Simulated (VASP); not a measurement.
# BeS (F-43m) in VASP: further runs

The runs below take BeS through single point, with PBEsol.

Program: VASP 6.6.1. These are calculated values, not measurements. Logs are shortened: lines on timing, memory, paths and dates and some standing lists are left out, and cuts for length are marked.

### Step 1. The cell of the first run

It takes space group F-43m (No. 216, cubic). The conventional cell has a = 4.828 Å, b = 4.828 Å, c = 4.828 Å, α = 90.00°, β = 90.00°, γ = 90.00°. Within 2.8 Å of Be (site symmetry -43m) lie 4 S at 2.09 Å. Within 2.8 Å of S (site symmetry -43m) lie 4 Be at 2.09 Å.

### Step 2. Single point, PBEsol

Contents of INCAR:

```
SYSTEM = BeS
PREC     = Accurate       ! precision mode
ENCUT    = 600            ! plane-wave cutoff, eV
EDIFF    = 1E-6           ! SCF threshold, eV
ISMEAR   = 0              ! smearing method
SIGMA    = 0.1            ! smearing width, eV
LREAL    = .False.        ! projectors in reciprocal space
LASPH    = .True.         ! aspherical terms in the spheres
NELM     = 120            ! most SCF steps
ALGO     = Normal         ! electronic algorithm
ISIF     = 2              ! what is computed and relaxed
LWAVE    = .False.        ! write WAVECAR
LCHARG   = .False.        ! write CHGCAR
GGA      = PS             ! functional
NBANDS   = 11             ! bands
GGA_COMPAT= .False.
```

Contents of KPOINTS:

```
Automatic mesh
0
Gamma
  8 8 8
  0 0 0
```

Contents of POSCAR:

```
BeS
1.0
    0.0000000000      2.4140345505      2.4140345505
    2.4140345505      0.0000000000      2.4140345505
    2.4140345505      2.4140345505      0.0000000000
Be S
1 1
Direct
    0.0000000000      0.0000000000      0.0000000000
    0.2500000000      0.2500000000      0.2500000000
```

Potentials or basis: VASP PAW PBE potentials, release 64 (Be, S).

On the command line:

```console
$ cat potpaw_PBE.64/Be/POTCAR potpaw_PBE.64/S/POTCAR > POTCAR
$ mpirun -np 1 vasp_std > vasp.out
```

OUTCAR:

```text
SYSTEM = BeS
   PREC = Accurate
   ENCUT = 600
   EDIFF = 1E-6
   ISMEAR = 0
   LREAL = .False.
   LASPH = .True.
   NELM = 120
   ISIF = 2
   GGA = PS

 ion  position               nearest neighbor table
   1  0.000  0.000  0.000-   2 2.09   2 2.09   2 2.09   2 2.09
   2  0.250  0.250  0.250-   1 2.09   1 2.09   1 2.09   1 2.09

  LATTYP: Found a face centered cubic cell.
 ALAT       =     4.8280691010

  Lattice vectors:

 A1 = (   0.0000000000,   2.4140345505,   2.4140345505)
 A2 = (   2.4140345505,   0.0000000000,   2.4140345505)
 A3 = (   2.4140345505,   2.4140345505,   0.0000000000)

Analysis of symmetry for initial positions (statically):
=====================================================================
 Subroutine PRICEL returns:
 Original cell was already a primitive cell.

 Routine SETGRP: Setting up the symmetry group for a
 face centered cubic supercell.

 Subroutine GETGRP returns: Found 24 space group operations
 (whereof 24 operations were pure point group operations)
 out of a pool of 48 trial point group operations.

The static configuration has the point symmetry T_d .

Analysis of symmetry for dynamics (positions and initial velocities):
=====================================================================
 Subroutine PRICEL returns:
 Original cell was already a primitive cell.

 Routine SETGRP: Setting up the symmetry group for a
 face centered cubic supercell.

 Subroutine GETGRP returns: Found 24 space group operations
 (whereof 24 operations were pure point group operations)
 out of a pool of 48 trial point group operations.

The dynamic configuration has the point symmetry T_d .

 Subroutine INISYM returns: Found 24 space group operations
 (whereof 24 operations are pure point group operations),
 and found     1 'primitive' translations

----------------------------------------------------------------------------------------

                                     Primitive cell

  volume of cell :      28.1359

  direct lattice vectors                    reciprocal lattice vectors
     0.000000000  2.414034550  2.414034550    -0.207122139  0.207122139  0.207122139
     2.414034550  0.000000000  2.414034550     0.207122139 -0.207122139  0.207122139
     2.414034550  2.414034550  0.000000000     0.207122139  0.207122139 -0.207122139

  length of vectors
     3.413960401  3.413960401  3.413960401     0.358746068  0.358746068  0.358746068

  position of ions in fractional coordinates (direct lattice)
     0.000000000  0.000000000  0.000000000
     0.250000000  0.250000000  0.250000000

  ion indices of the primitive-cell ions
   primitive index   ion index
                 1           1
                 2           2

----------------------------------------------------------------------------------------

 KPOINTS: Automatic mesh

Automatic generation of k-mesh.
 Grid dimensions read from file:
 generate k-points for:    8    8    8

 Generating k-lattice:

  Cartesian coordinates                     Fractional coordinates (reciprocal lattice)
    -0.025890267  0.025890267  0.025890267     0.125000000  0.000000000  0.000000000
     0.025890267 -0.025890267  0.025890267     0.000000000  0.125000000  0.000000000
     0.025890267  0.025890267 -0.025890267     0.000000000  0.000000000  0.125000000

  Length of vectors
     0.044843259  0.044843259  0.044843259

  Shift w.r.t. Gamma in fractional coordinates (k-lattice)
     0.000000000  0.000000000  0.000000000

 Subroutine IBZKPT returns following result:
 ===========================================

 Found     29 irreducible k-points:

 Following reciprocal coordinates:
            Coordinates               Weight
  0.000000  0.000000  0.000000      1.000000
  0.125000  0.000000  0.000000      8.000000
  0.250000  0.000000  0.000000      8.000000
  0.375000  0.000000  0.000000      8.000000
  0.500000  0.000000  0.000000      4.000000
  0.125000  0.125000  0.000000      6.000000
[... 16 lines left out ...]
  0.500000  0.250000  0.125000     48.000000
 -0.375000  0.250000  0.125000     24.000000
 [... further k-points ...]
   k-points           NKPTS =     29   k-points in BZ     NKDIM =     29   number of bands    NBANDS=     11
   number of dos      NEDOS =    301   number of ions     NIONS =      2
   total plane-waves  NPLWV =  21952
   dimension x,y,z NGX =    28 NGY =   28 NGZ =   28
   dimension x,y,z NGXF=    56 NGYF=   56 NGZF=   56
   ions per type =               1   1
   NGX,Y,Z   is equivalent  to a cutoff of  13.63, 13.63, 13.63 a.u.
   NGXF,Y,Z  is equivalent  to a cutoff of  27.27, 27.27, 27.27 a.u.
 SYSTEM =  BeS
   PREC   = accura    normal or accurate (medium, high low for compatibility)
   ISTART =      0    job   : 0-new  1-cont  2-samecut
   ICHARG =      2    charge: 1-file 2-atom 10-const
   ISPIN  =      1    spin polarized calculation?
   LNONCOLLINEAR =      F non collinear calculations
   LSORBIT =      F    spin-orbit coupling
   LASPH  =      T    aspherical Exc in radial PAW
   ENCUT  =  600.0 eV  44.10 Ry    6.64 a.u.   6.82  6.82  6.82*2*pi/ulx,y,z
   NELM   =    120;   NELMIN=  2; NELMDL= -5     # of ELM steps
   EDIFF  = 0.1E-05   stopping-criterion for ELM
   LREAL  =      F    real-space projection
   EDIFFG = 0.1E-04   stopping-criterion for IOM
   NSW    =      0    number of steps for IOM
   IBRION =     -1    ionic relax: 0-MD 1-quasi-New 2-CG
   NFREE  =      0    steps in history (QN), initial steepest desc. (CG)
   ISIF   =      2    stress and relaxation
   ISYM   =      2    0-nonsym 1-usesym 2-fastsym
   POTIM  = 0.5000    time-step for ionic-motion
   TEBEG  =    0.0;   TEEND  =   0.0 temperature during run
   PSTRESS=    0.0 pullay stress
   NELECT =       8.0000    total number of electrons
   NUPDOWN=      -1.0000    fix difference up-down
   EMIN   =  10.00;   EMAX   =-10.00  energy-range for DOS
   EFERMI =   0.00;   METHOD = LEGACY
   ISMEAR =     0;   SIGMA  =   0.10  broadening in eV -4-tet -1-fermi 0-gaus
   EFERMI_NEDOS =   21; number of points for ismear=-14 and -15
   IALGO  =     38    algorithm
   IMIX   =      4    mixing-type and parameters
     AMIX     =   0.40;   BMIX     =  1.00
     AMIX_MAG =   1.60;   BMIX_MAG =  1.00
  volume/ion in A,a.u.               =      14.07        94.94
  Fermi-wavevector in a.u.,A,eV,Ry     =   1.076510  2.034309 15.767431  1.158873
  Thomas-Fermi vector in A             =   2.212396
   LORBIT       =      0    0 simple, 1 ext, 2 COOP (PROOUT), +10 PAW based schemes
   GGA     = PS    functional components
   LHFCALC =     F    Hartree Fock is set to
   AEXX    =    0.0000 exact exchange contribution
   IVDW    =     0    specifies the selected vdW correction
   LEPSILON=     F    determine dielectric tensor
   LRPA    =     F    only Hartree local field effects (RPA)
 non-spin polarized calculation
 Gauss-broadening in eV      SIGMA  =   0.10
  energy-cutoff  :      600.00
  volume of cell :       28.14
 maximum number of plane-waves:       960
   NGX = 13   NGY = 13   NGZ = 13

 number of electron       8.0000000 magnetization

 Free energy of the ion-electron system (eV)
  ---------------------------------------------------
  ext. energy  EPLUGINS =         0.00000000
  ---------------------------------------------------
  free energy    TOTEN  =       -10.56381015 eV

  energy without entropy =      -10.56381015  energy(sigma->0) =      -10.56381015

 E-fermi :   4.7678     XC(G=0):  -9.9567

 val. band max:        4.2860733021   @ k =   0.0000   0.0000   0.0000
 cond. band min:       7.1832195132   @ k =   0.5000   0.5000   0.0000
 fundamental gap:      2.8971462111
 Fermi energy:         4.7678487905

 k-point     1 :       0.0000    0.0000    0.0000
  band No.  band energies     occupation
      1      -9.5242      2.00000
      2       4.2861      2.00000
      3       4.2861      2.00000
      4       4.2861      2.00000
      5       9.8894      0.00000
      6       9.8894      0.00000
      7       9.8894      0.00000
      8      10.1068      0.00000
      9      17.1078      0.00000
     10      17.1078      0.00000
     11      19.0674      0.00000

 k-point     2 :       0.1250    0.0000    0.0000
  band No.  band energies     occupation
      1      -9.3418      2.00000
      2       3.0459      2.00000
      3       4.0796      2.00000
      4       4.0796      2.00000
      5       9.8167      0.00000
      6      10.2548      0.00000
      7      10.2548      0.00000
      8      11.4293      0.00000
      9      16.3727      0.00000
     10      16.3727      0.00000
     11      18.8496      0.00000

 k-point     3 :       0.2500    0.0000    0.0000
  band No.  band energies     occupation
      1      -8.8376      2.00000
      2       0.8876      2.00000
      3       3.6704      2.00000
      4       3.6704      2.00000
      5       9.7772      0.00000
      6      10.8022      0.00000
      7      10.8022      0.00000
      8      13.5375      0.00000
      9      16.1218      0.00000
     10      16.1218      0.00000
     11      18.3887      0.00000

 k-point     4 :       0.3750    0.0000    0.0000
  band No.  band energies     occupation
      1      -8.1917      2.00000
      2      -0.9205      2.00000
      3       3.3428      2.00000
      4       3.3428      2.00000
      5       9.7338      0.00000
      6      10.8494      0.00000
      7      10.8494      0.00000
      8      14.9585      0.00000
      9      17.5177      0.00000
     10      17.5177      0.00000
     11      18.6434      0.00000
[... 239 lines left out ...]
 k-point    22 :       0.3750    0.2500    0.1250
  band No.  band energies     occupation
      1      -8.4246      2.00000
      2       0.6578      2.00000
      3       2.0690      2.00000
      4       3.1305      2.00000
      5       9.7138      0.00000
      6      11.5253      0.00000
      7      11.7242      0.00000
      8      12.8384      0.00000
      9      15.8802      0.00000
     10      18.7159      0.00000
     11      20.2468      0.00000

 k-point    23 :       0.5000    0.2500    0.1250
  band No.  band energies     occupation
      1      -7.8547      2.00000
      2      -0.5419      2.00000
      3       1.5254      2.00000
      4       2.6407      2.00000
      5      10.1743      0.00000
      6      11.0321      0.00000
      7      12.7403      0.00000
      8      13.5482      0.00000
      9      16.9055      0.00000
     10      18.7014      0.00000
     11      20.8279      0.00000

 k-point    24 :      -0.3750    0.2500    0.1250
  band No.  band energies     occupation
      1      -7.5654      2.00000
      2      -1.1189      2.00000
      3       1.4325      2.00000
      4       2.3853      2.00000
      5      10.2483      0.00000
      6      10.8213      0.00000
      7      13.4336      0.00000
      8      14.7697      0.00000
      9      15.6968      0.00000
     10      19.6695      0.00000
     11      20.2536      0.00000

 [... further k-points ...]
[... 5 lines left out ...]
  --------------------------------------------------------------------------------------
  -------------------------------------------------------------------------------------
  Total        0.1402058      0.1402058      0.1402058      0.0000000     -0.0000000      0.0000000
  in kB        7.9839168      7.9839168      7.9839168      0.0000000     -0.0000000      0.0000000
  external PRESSURE =       7.9839168 kB  Pullay stress =       0.0000000 kB

 VOLUME and BASIS-vectors are now :
 -----------------------------------------------------------------------------
  energy-cutoff  :      600.00
  volume of cell :       28.14
      direct lattice vectors                 reciprocal lattice vectors
     0.000000000  2.414034550  2.414034550    -0.207122139  0.207122139  0.207122139
     2.414034550  0.000000000  2.414034550     0.207122139 -0.207122139  0.207122139
     2.414034550  2.414034550  0.000000000     0.207122139  0.207122139 -0.207122139

 POSITION                                       TOTAL-FORCE (eV/Angst)
 -----------------------------------------------------------------------------------
      0.00000      0.00000      0.00000         0.000000      0.000000      0.000000
      1.20702      1.20702      1.20702        -0.000000     -0.000000     -0.000000
 -----------------------------------------------------------------------------------
    total drift:                               -0.000000     -0.000000      0.000000

  FREE ENERGIE OF THE ION-ELECTRON SYSTEM (eV)
  ---------------------------------------------------
  free  energy   TOTEN  =       -10.5638101496 eV

  energy  without entropy=      -10.5638101496  energy(sigma->0) =      -10.56381015
```

Run time: 9.4 s. Hardware: 1 thread of AMD EPYC 7R43 (Zen 3), shared host; peak memory 0.12 GiB.

Results:

* Free energy: -10.5638 eV
* Pressure: 0.8 GPa
* Band gap on the k mesh: 2.90 eV (least direct gap 5.60 eV)

Caveat: the PAW data sets were made with another functional, which shifts forces and pressure a little. A k mesh can miss the band edges.

### Step 3. Single point, PBEsol

Contents of INCAR:

```
PREC = Accurate
ENCUT = 600
EDIFF = 1E-6
ISMEAR = 0
SIGMA = 0.01
LREAL = F
LASPH = T
NELM = 120
ALGO = Normal
ISIF = 2
LWAVE = F
LCHARG = T
GGA = PS
LELF = T
LVHAR = T
NBANDS = 11
GGA_COMPAT = F
```

Contents of KPOINTS:

```
regular mesh
0
Gamma
  8 8 8
```

POSCAR is that of step 2.

Potentials or basis: VASP PAW PBE potentials, release 64 (Be, S).

On the command line:

```console
$ cat potpaw_PBE.64/Be/POTCAR potpaw_PBE.64/S/POTCAR > POTCAR
$ mpirun -np 1 vasp_std > vasp.out
```

Run time: 10 s. Hardware: 1 thread of AMD EPYC 7R43 (Zen 3), shared host; peak memory 0.12 GiB.

It converged, with:

```yaml
Free_energy: -10.5638 eV
Pressure: 0.8 GPa
Band_gap_on_the_k_mesh: 2.90 eV (least direct gap 5.60 eV)
```

Levels at points of the mesh, in eV from the valence-band top:
| k point | band 1 | band 2 | band 3 | band 4 | band 5 | band 6 | band 7 | band 8 |
| --- | --- | --- | --- | --- | --- | --- | --- | --- |
| (0.00, 0.00, 0.00) | -13.81 | 0.00 | 0.00 | 0.00 | 5.60 | 5.60 | 5.60 | 5.82 |
| (0.50, 0.00, 0.00) | -12.14 | -5.95 | -1.06 | -1.06 | 5.43 | 6.48 | 6.48 | 11.04 |
| (0.50, 0.50, 0.00) | -11.58 | -5.14 | -2.72 | -2.72 | 2.90 | 4.80 | 12.86 | 12.86 |

Caveat: the PAW data sets were made with another functional, which shifts forces and pressure a little. A k mesh can miss the band edges.
